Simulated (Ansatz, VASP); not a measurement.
**One calculation of TaAl2O4, two programs**

File INCAR:

```
SYSTEM = TaAl2O4
PREC = Accurate
ENCUT = 600
EDIFF = 1E-6
ISMEAR = 0
SIGMA = 0.1
LREAL = .False.
LASPH = .True.
NELM = 100
ALGO = Normal
ISIF = 3
LWAVE = .False.
LCHARG = .False.
GGA = PE
IBRION = 2
NSW = 100
EDIFFG = -0.01
```

The input KPOINTS:

```
regular mesh
0
Gamma
  8 8 14
  0 0 0
```

File POSCAR:

```
TaAl2O4
1.0
    5.2642804928      0.0000000000      0.0000000000
    0.0000000000      5.2642804928      0.0000000000
    0.0000000000      0.0000000000      2.6970800784
Ta Al O
1 2 4
Direct
    0.0000000000      0.0000000000      0.0000000000
    0.0000000000      0.5000000000      0.0000000000
    0.5000000000      0.0000000000      0.0000000000
    0.2367528243      0.7632471757      0.5000000000
    0.2367528243      0.2367528243      0.5000000000
    0.7632471757      0.7632471757      0.5000000000
    0.7632471757      0.2367528243      0.5000000000
```

Input for Ansatz:

```yaml
crystal:
  lattice:
    - [5.2642804928, 0.0, 0.0]
    - [0.0, 5.2642804928, 0.0]
    - [0.0, 0.0, 2.6970800784]
  atoms:
    - { symbol: Ta, position: [0.0, 0.0, 0.0] }
    - { symbol: Al, position: [0.0, 0.5, 0.0] }
    - { symbol: Al, position: [0.5, 0.0, 0.0] }
    - { symbol: O, position: [0.2367528243, 0.7632471757, 0.5] }
    - { symbol: O, position: [0.2367528243, 0.2367528243, 0.5] }
    - { symbol: O, position: [0.7632471757, 0.7632471757, 0.5] }
    - { symbol: O, position: [0.7632471757, 0.2367528243, 0.5] }
basis:
  ecutwfc: 420
kpoints:
  mp_grid: { grid: [8, 8, 14] }
hamiltonian:
  xc: pbe
scf:
  occupations: { method: gaussian, width: 0.1 }
output:
  forces: true
  stress: true
  eigenvalues: true
  write_density: true
  write_potential: true
  elf: true
  volumetric_format: npy
relax:
  adjacent_minimum: "off"
  f_tol: 0.01
  max_steps: 80
  cell: { stress_tol: 0.05 }
```

Change from the starting cell: ordered mixture with vacancies on the cation sites of caesium chloride (P4/mmm, No. 123).

Alike in both runs: task relaxation of cell and atoms; functional PBE; k mesh 8 × 8 × 14; occupations gaussian, width 0.1 eV; no spin polarisation.

|  | VASP | Ansatz |
| --- | --- | --- |
| version | VASP 6.6.1 | Ansatz 0.2.0 |
| potentials or method | VASP PAW PBE potentials, release 64 (Ta_pv, Al, O), cutoff 600 eV | scalar-relativistic, plane waves, PAW |
| valence electrons in the cell | 41 | 43 |

```csv
,VASP,Ansatz,Ansatz less VASP
"gap on the k mesh at the Fermi level, each at its own relaxed structure (eV)",none,none,-
relaxed volume (Å³/atom),10.76,10.77,+0.007
relaxed cell length with the largest relative difference (Å),5.284,5.287,+0.0031
```

A gap of «none» marks a metal or a gap that the smearing closes. VASP's potentials hold 41 valence electrons a cell and Ansatz's 43, so a difference there can come from the potentials and not from the codes.

Spin-orbit coupling is off throughout.
